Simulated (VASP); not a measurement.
Runs of VASP 6.6.1 on C. The structure is that of space group P6_3/mmc (No. 194), or close to it. The cells are those of the table. 

| task | level | potentials or basis | spin | cell | k mesh | cutoff (eV) | smearing | second run | gap on the mesh (eV) | pressure (GPa) | largest force (eV/Å) |
| --- | --- | --- | --- | --- | --- | --- | --- | --- | --- | --- | --- |
| single point | PBEsol | VASP PAW PBE potentials, release 64 (C) | off | a = 2.522, b = 2.522, c = 4.119 Å, angles 90.0, 90.0, 120.0°, 4 atoms | 9 × 9 × 4 | 520 | gaussian 0.1 eV | - | 3.14 | (c) | (a) |
| single point | PBE | VASP PAW PBE potentials, release 64 (C) | non-collinear, zero start, SOC | a = 2.512, b = 2.512, c = 4.180 Å, angles 90.0, 90.0, 120.0°, 4 atoms | 12 × 12 × 6 | 520 | gaussian 0.02 eV | - | - | 0.6 | - |
| relaxation of cell and atoms | PBEsol | VASP PAW PBE potentials, release 64 (C) | off | relaxed from a = 2.522, b = 2.522, c = 4.119 Å, angles 90.0, 90.0, 120.0°, 4 atoms | 12 × 12 × 6 | 600 | gaussian 0.02 eV | - | 3.05 | -0.1 | - |
| single point | PBEsol | VASP PAW PBE potentials, release 64 (C) | off | a = 2.499, b = 2.499, c = 4.161 Å, angles 90.0, 90.0, 120.0°, 4 atoms | 12 × 12 × 6 | 520 | gaussian 0.02 eV | - | 3.04 | (b) | 0.01 |
| single point | PBEsol | VASP PAW PBE potentials, release 64 (C_h) | off | a = 2.499, b = 2.499, c = 4.161 Å, angles 90.0, 90.0, 120.0°, 4 atoms | 12 × 12 × 6 | 910 | gaussian 0.02 eV | hard_potentials | 3.05 | 0.0 | - |

Q: Fill in the values left out.

A: (a) 0.03; (b) 1.1; (c) -2.3.

Caveats: the PAW data sets were made with another functional, which shifts forces and pressure a little (some runs); the cutoff is under 1.25 times the usual one of these potentials, so pressure, stress and relaxed cells hold a basis-set (Pulay) error (some runs).

A k mesh can miss the band edges.
